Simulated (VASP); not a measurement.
Crystal: KI.

```
CELL_PARAMETERS angstrom
0.00000 3.96589 3.96589
3.96589 0.00000 3.96589
3.96589 3.96589 0.00000
ATOMIC_POSITIONS crystal
K 0.00000 0.00000 0.00000
I 0.25000 0.25000 0.25000
```

Base run:

- Program: VASP 6.6.1
- Functional: PBE
- Potentials or basis: VASP PAW PBE potentials, release 64 (K_sv, I)
- Cutoff: 520 eV
- k mesh: 4 × 4 × 4
- Occupations: gaussian, width 0.01 eV
- Spin: no spin polarisation

Its results: band gap on the k mesh 3.93 eV, direct; pressure 0.2 GPa.

Task: The run is repeated on the same cell with these changes: functional from PBE to r2SCAN. What comes out?

Result: Band gap on the k mesh 4.47 eV, direct; pressure 0.0 GPa.

r2SCAN gives the wider gap, since meta-GGAs in the generalised Kohn-Sham scheme recover part of the derivative discontinuity.

Caveats: spin-orbit coupling is left out, which moves the levels of the heavy elements; the PAW data sets were made with another functional, which shifts forces and pressure a little (some runs).

